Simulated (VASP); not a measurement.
# Tl (P6_3/mmc) in VASP: a series of runs, part 2 of 3

VASP 6.6.1. The steps go on from the part before.

### 3 Single point, PBEsol

This run uses another cell than the first one, of the same volume but with other edges.

INCAR

```
SYSTEM = Tl
PREC = Accurate
ENCUT = 520
EDIFF = 1E-6
ISMEAR = 0
SIGMA = 0.15
LREAL = .FALSE.
LASPH = .TRUE.
NELM = 100
ALGO = Fast
ISIF = 2
LWAVE = .FALSE.
LCHARG = .TRUE.
GGA = PS
LELF = .TRUE.
LVHAR = .TRUE.
NBANDS = 20
```

KPOINTS

```
regular mesh
0
G
  18 18 10
  0 0 0
```

POSCAR

```
Tl
1.0
    3.2522189692      0.0000000000      0.0000000000
   -1.6261094846      2.8165042460      0.0000000000
    0.0000000000      0.0000000000      6.2390688715
Tl
2
Direct
    0.3333333333      0.6666666667      0.2500000000
    0.6666666667      0.3333333333      0.7500000000
```

Potentials or basis: VASP PAW PBE potentials, release 64 (Tl_d).

Started as:

```
$ cat potpaw_PBE.64/Tl_d/POTCAR > POTCAR
$ mpirun -np 1 vasp_std > vasp.out
```

OUTCAR:

```text
SYSTEM = Tl
   PREC = Accurate
   ENCUT = 520
   EDIFF = 1E-6
   ISMEAR = 0
   LREAL = .FALSE.
   LASPH = .TRUE.
   NELM = 100
   ISIF = 2
   GGA = PS

 ion  position               nearest neighbor table
   1  0.333  0.667  0.250-   2 3.64   2 3.64   2 3.64   2 3.64   2 3.64   2 3.64
   2  0.667  0.333  0.750-   1 3.64   1 3.64   1 3.64   1 3.64   1 3.64   1 3.64

  LATTYP: Found a hexagonal cell.
 ALAT       =     3.2522189692
 C/A-ratio  =     1.9184036901

  Lattice vectors:

 A1 = (   3.2522189692,   0.0000000000,   0.0000000000)
 A2 = (  -1.6261094846,   2.8165042460,   0.0000000000)
 A3 = (   0.0000000000,   0.0000000000,   6.2390688715)

Analysis of symmetry for initial positions (statically):
=====================================================================
 Subroutine PRICEL returns:
 Original cell was already a primitive cell.

 Routine SETGRP: Setting up the symmetry group for a
 hexagonal supercell.

 Subroutine GETGRP returns: Found 24 space group operations
 (whereof 12 operations were pure point group operations)
 out of a pool of 24 trial point group operations.

The static configuration has the point symmetry D_3d.
 The point group associated with its full space group is D_6h.

Analysis of symmetry for dynamics (positions and initial velocities):
=====================================================================
 Subroutine PRICEL returns:
 Original cell was already a primitive cell.

 Routine SETGRP: Setting up the symmetry group for a
 hexagonal supercell.

 Subroutine GETGRP returns: Found 24 space group operations
 (whereof 12 operations were pure point group operations)
 out of a pool of 24 trial point group operations.

The dynamic configuration has the point symmetry D_3d.
 The point group associated with its full space group is D_6h.

 Subroutine INISYM returns: Found 24 space group operations
 (whereof 12 operations are pure point group operations),
 and found     1 'primitive' translations

----------------------------------------------------------------------------------------

                                     Primitive cell

  volume of cell :      57.1492

  direct lattice vectors                    reciprocal lattice vectors
     3.252218969  0.000000000  0.000000000     0.307482371  0.177525030  0.000000000
    -1.626109485  2.816504246  0.000000000     0.000000000  0.355050059  0.000000000
     0.000000000  0.000000000  6.239068871     0.000000000  0.000000000  0.160280327

  length of vectors
     3.252218969  3.252218969  6.239068871     0.355050059  0.355050059  0.160280327

  position of ions in fractional coordinates (direct lattice)
     0.333333333  0.666666667  0.250000000
     0.666666667  0.333333333  0.750000000

  ion indices of the primitive-cell ions
   primitive index   ion index
                 1           1
                 2           2

----------------------------------------------------------------------------------------

 KPOINTS: regular mesh

Automatic generation of k-mesh.
 Grid dimensions read from file:
 generate k-points for:   18   18   10

 Generating k-lattice:

  Cartesian coordinates                     Fractional coordinates (reciprocal lattice)
     0.017082354  0.009862502  0.000000000     0.055555556  0.000000000  0.000000000
     0.000000000  0.019725003  0.000000000     0.000000000  0.055555556  0.000000000
     0.000000000  0.000000000  0.016028033     0.000000000  0.000000000  0.100000000

  Length of vectors
     0.019725003  0.019725003  0.016028033

  Shift w.r.t. Gamma in fractional coordinates (k-lattice)
     0.000000000  0.000000000  0.000000000

 Subroutine IBZKPT returns following result:
 ===========================================

 Found    222 irreducible k-points:

 Following reciprocal coordinates:
            Coordinates               Weight
  0.000000  0.000000  0.000000      1.000000
  0.055556 -0.000000  0.000000      6.000000
  0.111111 -0.000000  0.000000      6.000000
  0.166667  0.000000  0.000000      6.000000
  0.222222  0.000000  0.000000      6.000000
  0.277778 -0.000000  0.000000      6.000000
[... 16 lines left out ...]
  0.333333  0.111111  0.000000     12.000000
  0.388889  0.111111  0.000000     12.000000
 [... further k-points ...]
   k-points           NKPTS =    222   k-points in BZ     NKDIM =    222   number of bands    NBANDS=     20
   number of dos      NEDOS =    301   number of ions     NIONS =      2
   total plane-waves  NPLWV =  27648
   dimension x,y,z NGX =    24 NGY =   24 NGZ =   48
   dimension x,y,z NGXF=    48 NGYF=   48 NGZF=   96
   ions per type =               2
   NGX,Y,Z   is equivalent  to a cutoff of  12.27, 12.27, 12.79 a.u.
   NGXF,Y,Z  is equivalent  to a cutoff of  24.54, 24.54, 25.58 a.u.
 SYSTEM =  Tl
   PREC   = accura    normal or accurate (medium, high low for compatibility)
   ISTART =      0    job   : 0-new  1-cont  2-samecut
   ICHARG =      2    charge: 1-file 2-atom 10-const
   ISPIN  =      1    spin polarized calculation?
   LNONCOLLINEAR =      F non collinear calculations
   LSORBIT =      F    spin-orbit coupling
   LASPH  =      T    aspherical Exc in radial PAW
   ENCUT  =  520.0 eV  38.22 Ry    6.18 a.u.   6.05  6.05 11.60*2*pi/ulx,y,z
   NELM   =    100;   NELMIN=  2; NELMDL= -5     # of ELM steps
   EDIFF  = 0.1E-05   stopping-criterion for ELM
   LREAL  =      F    real-space projection
   EDIFFG = 0.1E-04   stopping-criterion for IOM
   NSW    =      0    number of steps for IOM
   IBRION =     -1    ionic relax: 0-MD 1-quasi-New 2-CG
   NFREE  =      0    steps in history (QN), initial steepest desc. (CG)
   ISIF   =      2    stress and relaxation
   ISYM   =      2    0-nonsym 1-usesym 2-fastsym
   POTIM  = 0.5000    time-step for ionic-motion
   TEBEG  =    0.0;   TEEND  =   0.0 temperature during run
   PSTRESS=    0.0 pullay stress
   NELECT =      26.0000    total number of electrons
   NUPDOWN=      -1.0000    fix difference up-down
   EMIN   =  10.00;   EMAX   =-10.00  energy-range for DOS
   EFERMI =   0.00;   METHOD = LEGACY
   ISMEAR =     0;   SIGMA  =   0.15  broadening in eV -4-tet -1-fermi 0-gaus
   EFERMI_NEDOS =   21; number of points for ismear=-14 and -15
   IALGO  =     68    algorithm
   IMIX   =      4    mixing-type and parameters
     AMIX     =   0.40;   BMIX     =  1.00
     AMIX_MAG =   1.60;   BMIX_MAG =  1.00
  volume/ion in A,a.u.               =      28.57       192.83
  Fermi-wavevector in a.u.,A,eV,Ry     =   1.259107  2.379367 21.570001  1.585350
  Thomas-Fermi vector in A             =   2.392683
   LORBIT       =      0    0 simple, 1 ext, 2 COOP (PROOUT), +10 PAW based schemes
   GGA     = PS    functional components
   LHFCALC =     F    Hartree Fock is set to
   AEXX    =    0.0000 exact exchange contribution
   IVDW    =     0    specifies the selected vdW correction
   LEPSILON=     F    determine dielectric tensor
   LRPA    =     F    only Hartree local field effects (RPA)
 non-spin polarized calculation
 RMM-DIIS sequential band-by-band and
 Gauss-broadening in eV      SIGMA  =   0.15
  energy-cutoff  :      520.00
  volume of cell :       57.15
 maximum number of plane-waves:      1572
   NGX = 13   NGY = 13   NGZ = 23

 number of electron      25.9999995 magnetization

 Free energy of the ion-electron system (eV)
  ---------------------------------------------------
  ext. energy  EPLUGINS =         0.00000000
  ---------------------------------------------------
  free energy    TOTEN  =        -5.15577639 eV

  energy without entropy =       -5.14383769  energy(sigma->0) =       -5.14980704

 E-fermi :   6.4007     XC(G=0): -10.3513

 val. band max:        6.3890455027   @ k =   0.2778   0.2778   0.0000
 cond. band min:       6.4123726623   @ k =   0.2222   0.0556   0.3000
 fundamental gap:      0.0233271596
 Fermi energy:         6.4006609879

 k-point     1 :       0.0000    0.0000    0.0000
  band No.  band energies     occupation
      1      -5.5095      2.00000
      2      -5.4084      2.00000
      3      -5.1897      2.00000
      4      -5.1897      2.00000
      5      -5.1653      2.00000
      6      -5.1653      2.00000
[... 12 lines left out ...]
     19      18.3233      0.00000
     20      18.3305      0.00000

 k-point     2 :       0.0556   -0.0000    0.0000
  band No.  band energies     occupation
      1      -5.4878      2.00000
      2      -5.3915      2.00000
      3      -5.1953      2.00000
      4      -5.1709      2.00000
      5      -5.1698      2.00000
      6      -5.1460      2.00000
[... 498 lines left out ...]
 k-point    24 :       0.3889    0.1111    0.0000
  band No.  band energies     occupation
      1      -5.5376      2.00000
      2      -5.4205      2.00000
      3      -5.3110      2.00000
      4      -5.0901      2.00000
      5      -5.0015      2.00000
      6      -4.9041      2.00000
[... 12 lines left out ...]
     19      15.6212      0.00000
     20      18.0509      0.00000

 [... further k-points ...]
[... 5 lines left out ...]
  --------------------------------------------------------------------------------------
  -------------------------------------------------------------------------------------
  Total        0.9282230      0.9282230     -0.9461912      0.0000000      0.0000000      0.0000000
  in kB       26.0227348     26.0227348    -26.5264723      0.0000000      0.0000000      0.0000000
  external PRESSURE =       8.5063324 kB  Pullay stress =       0.0000000 kB

 VOLUME and BASIS-vectors are now :
 -----------------------------------------------------------------------------
  energy-cutoff  :      520.00
  volume of cell :       57.15
      direct lattice vectors                 reciprocal lattice vectors
     3.252218969  0.000000000  0.000000000     0.307482371  0.177525030  0.000000000
    -1.626109485  2.816504246  0.000000000     0.000000000  0.355050059  0.000000000
     0.000000000  0.000000000  6.239068871     0.000000000  0.000000000  0.160280327

 POSITION                                       TOTAL-FORCE (eV/Angst)
 -----------------------------------------------------------------------------------
     -0.00000      1.87767      1.55977        -0.000000      0.000000      0.000000
      1.62611      0.93883      4.67930         0.000000     -0.000000      0.000000
 -----------------------------------------------------------------------------------
    total drift:                               -0.000000      0.000000      0.000000

  FREE ENERGIE OF THE ION-ELECTRON SYSTEM (eV)
  ---------------------------------------------------
  free  energy   TOTEN  =        -5.1557763857 eV

  energy  without entropy=       -5.1438376946  energy(sigma->0) =       -5.14980704
```

OSZICAR:

```text
N       E                     dE             d eps       ncg     rms          rms(c)
DAV:   1     0.131013339122E+03    0.13101E+03   -0.14197E+04  8952   0.123E+03
DAV:   2    -0.261100486582E+01   -0.13362E+03   -0.13085E+03  9724   0.277E+02
DAV:   3    -0.521982613108E+01   -0.26088E+01   -0.25986E+01 10376   0.338E+01
DAV:   4    -0.523586761096E+01   -0.16041E-01   -0.16040E-01  9704   0.285E+00
DAV:   5    -0.523609242527E+01   -0.22481E-03   -0.22481E-03 10108   0.334E-01    0.344E+00
RMM:   6    -0.516886196941E+01    0.67230E-01   -0.10333E-01  8908   0.215E+00    0.234E+00
RMM:   7    -0.515712888893E+01    0.11733E-01   -0.59741E-02  9147   0.176E+00    0.797E-01
RMM:   8    -0.515578842856E+01    0.13405E-02   -0.64629E-03  9484   0.536E-01    0.726E-02
RMM:   9    -0.515577636186E+01    0.12067E-04   -0.23256E-04  9895   0.125E-01    0.341E-02
RMM:  10    -0.515577597924E+01    0.38261E-06   -0.37538E-05  9913   0.506E-02    0.395E-03
RMM:  11    -0.515577638566E+01   -0.40641E-06   -0.62975E-06  7942   0.187E-02
   1 F= -.51557764E+01 E0= -.51498070E+01  d E =-.119387E-01
```

stdout:

```text
POSCAR found type information on POSCAR Tl
 POSCAR found :  1 types and       2 ions
 scaLAPACK will be used
 -----------------------------------------------------------------------------
|                                                                             |
|                                                                             |
|     You enforced a specific xc type in the INCAR file but a different       |
|     I HOPE YOU KNOW WHAT YOU ARE DOING!                                     |
|                                                                             |
 -----------------------------------------------------------------------------

 LDA part: xc-table for (Slater+PW92), standard interpolation
 POSCAR, INCAR and KPOINTS ok, starting setup
 FFT: planning ... GRIDC
 FFT: planning ... GRID_SOFT
 FFT: planning ... GRID
 WAVECAR not read
 entering main loop
```

Run time: 51 s. Hardware: 1 thread of Intel Xeon 6975P-C (Granite Rapids), shared host; peak memory 0.32 GiB.

What came out:

```
Free energy            : -5.1558 eV
Pressure               : 0.9 GPa
Band gap on the k mesh : zero (band 13 reaches 8.69 eV, above the bottom of band 14 at 4.08 eV)
```

Stress tensor (GPa, compression positive):
```
 2.60  0.00  0.00
 0.00  2.60  0.00
 0.00  0.00 -2.65
```

Caveat: the PAW data sets were made with another functional, which shifts forces and pressure a little; spin-orbit coupling is left out, which moves the levels of the heavy elements.

### 4 Single point, PBEsol

This run uses another cell than the first one, of the same volume but with other edges.

INCAR

```
ALGO = Fast
EDIFF = 1E-6
ENCUT = 520
GGA = PS
ISIF = 2
ISMEAR = 0
LASPH = True
LCHARG = True
LELF = True
LREAL = False
LVHAR = True
LWAVE = False
NBANDS = 20
NELM = 80
PREC = Accurate
SIGMA = 0.15
```

KPOINTS

```
k-points
0
Gamma
  18 18 10
```

POSCAR

```
Tl
1.0
    3.5534012559      0.0000000000      0.0000000000
   -1.7767006280      3.0773357574      0.0000000000
    0.0000000000      0.0000000000      5.2262578625
Tl
2
Direct
    0.3333333333      0.6666666667      0.2500000000
    0.6666666667      0.3333333333      0.7500000000
```

Started as:

```
$ cat potpaw_PBE.64/Tl_d/POTCAR > POTCAR
$ mpirun -np 1 vasp_std > vasp.out
```

Wall time 71 s (1 thread of Intel Xeon 6975P-C (Granite Rapids), shared host); peak memory 0.32 GiB.

Results (log left out):

| Quantity | Value |
| --- | --- |
| Free energy | -5.2472 eV |
| Pressure | 0.4 GPa |
| Band gap on the k mesh | zero (band 13 reaches 10.98 eV, above the bottom of band 14 at 4.09 eV) |

Stress tensor (GPa, compression positive):
```
-0.27  0.00  0.00
 0.00 -0.27  0.00
 0.00  0.00  1.59
```

Levels at points of the mesh, in eV from the Fermi level:
```csv
k point,band 9,band 10,band 11,band 12,band 13,band 14,band 15,band 16,band 17,band 18
"(0.00, 0.00, 0.00)",-11.01,-11.01,-10.07,-4.27,-2.54,6.99,6.99,9.30,9.30,9.69
"(0.50, 0.00, 0.00)",-11.03,-10.92,-6.13,-4.94,-0.24,1.15,1.43,3.18,4.00,7.57
"(0.00, 0.00, 0.50)",-11.12,-11.12,-8.48,-8.48,4.60,4.60,8.13,8.13,8.13,8.13
"(0.50, 0.00, 0.50)",-11.02,-11.02,-4.88,-4.88,-2.30,-2.30,5.13,5.13,6.60,6.60
```

Caveat: the PAW data sets were made with another functional, which shifts forces and pressure a little; spin-orbit coupling is left out, which moves the levels of the heavy elements.

### 5 Single point, PBEsol

This run uses another cell than the first one, of the same volume but with other edges.

INCAR

```
PREC = Accurate ; ENCUT = 520
EDIFF = 1E-6 ; ISMEAR = 0
SIGMA = 0.15 ; LREAL = F
LASPH = T ; NELM = 80
ALGO = Fast ; ISIF = 2
LWAVE = F ; LCHARG = T
GGA = PS ; LELF = T
LVHAR = T ; NBANDS = 20
```

KPOINTS

```
regular mesh
0
Gamma
  18 18 10
```

POSCAR

```
Tl
1.0
    3.3479268900      0.0000000000      0.0000000000
   -1.6739634450      2.8993897367      0.0000000000
    0.0000000000      0.0000000000      5.8874523581
Tl
2
Direct
    0.3333333333      0.6666666667      0.2500000000
    0.6666666667      0.3333333333      0.7500000000
```

Potentials or basis: VASP PAW PBE potentials, release 64 (Tl_d).

Started as:

```
$ cat potpaw_PBE.64/Tl_d/POTCAR > POTCAR
$ mpirun -np 1 vasp_std > vasp.out
```

OUTCAR:

```text
PREC = Accurate
   ENCUT = 520
   EDIFF = 1E-6
   ISMEAR = 0
   LREAL = F
   LASPH = T
   NELM = 80
   ISIF = 2
   GGA = PS

 ion  position               nearest neighbor table
   1  0.333  0.667  0.250-   2 3.52   2 3.52   2 3.52   2 3.52   2 3.52   2 3.52
   2  0.667  0.333  0.750-   1 3.52   1 3.52   1 3.52   1 3.52   1 3.52   1 3.52

  LATTYP: Found a hexagonal cell.
 ALAT       =     3.3479268900
 C/A-ratio  =     1.7585367159

  Lattice vectors:

[... 191 lines left out ...]
      1      -5.4066      2.00000
      2      -5.2536      2.00000
      3      -5.1372      2.00000
      4      -5.1372      2.00000
      5      -5.1000      2.00000
      6      -5.1000      2.00000
[... 541 lines left out ...]
     19      15.3412      0.00000
     20      17.1091      0.00000

 [... further k-points ...]
[... 5 lines left out ...]
  --------------------------------------------------------------------------------------
  -------------------------------------------------------------------------------------
  Total        0.2870036      0.2870036     -0.5494639      0.0000000      0.0000000      0.0000000
  in kB        8.0461477      8.0461477    -15.4042219      0.0000000      0.0000000      0.0000000
  external PRESSURE =       0.2293579 kB  Pullay stress =       0.0000000 kB

 VOLUME and BASIS-vectors are now :
 -----------------------------------------------------------------------------
  energy-cutoff  :      520.00
  volume of cell :       57.15
      direct lattice vectors                 reciprocal lattice vectors
     3.347926890  0.000000000  0.000000000     0.298692305  0.172450083  0.000000000
    -1.673963445  2.899389737  0.000000000     0.000000000  0.344900165  0.000000000
     0.000000000  0.000000000  5.887452358     0.000000000  0.000000000  0.169852754

 POSITION                                       TOTAL-FORCE (eV/Angst)
 -----------------------------------------------------------------------------------
     -0.00000      1.93293      1.47186         0.000000     -0.000000      0.000000
      1.67396      0.96646      4.41559        -0.000000      0.000000      0.000000
 -----------------------------------------------------------------------------------
    total drift:                               -0.000000      0.000000      0.000000

  FREE ENERGIE OF THE ION-ELECTRON SYSTEM (eV)
  ---------------------------------------------------
  free  energy   TOTEN  =        -5.2360645566 eV

  energy  without entropy=       -5.2257698228  energy(sigma->0) =       -5.23091719
```

stdout:

```text
POSCAR found type information on POSCAR Tl
 POSCAR found :  1 types and       2 ions
 scaLAPACK will be used
 -----------------------------------------------------------------------------
|                                                                             |
|                                                                             |
|     You enforced a specific xc type in the INCAR file but a different       |
|     I HOPE YOU KNOW WHAT YOU ARE DOING!                                     |
|                                                                             |
 -----------------------------------------------------------------------------

 LDA part: xc-table for (Slater+PW92), standard interpolation
 POSCAR, INCAR and KPOINTS ok, starting setup
 FFT: planning ... GRIDC
 FFT: planning ... GRID_SOFT
 FFT: planning ... GRID
 WAVECAR not read
 entering main loop
```

Wall time 79 s (1 thread of Intel Xeon 6975P-C (Granite Rapids), shared host); peak memory 0.34 GiB.

What came out:

```yaml
Free_energy: -5.2361 eV
Pressure: 0.0 GPa
Band_gap_on_the_k_mesh: zero (band 13 reaches 9.07 eV, above the bottom of band 14 at 4.09 eV)
```

Caveat: the PAW data sets were made with another functional, which shifts forces and pressure a little; spin-orbit coupling is left out, which moves the levels of the heavy elements.

(Continued in part 3 of 3.)
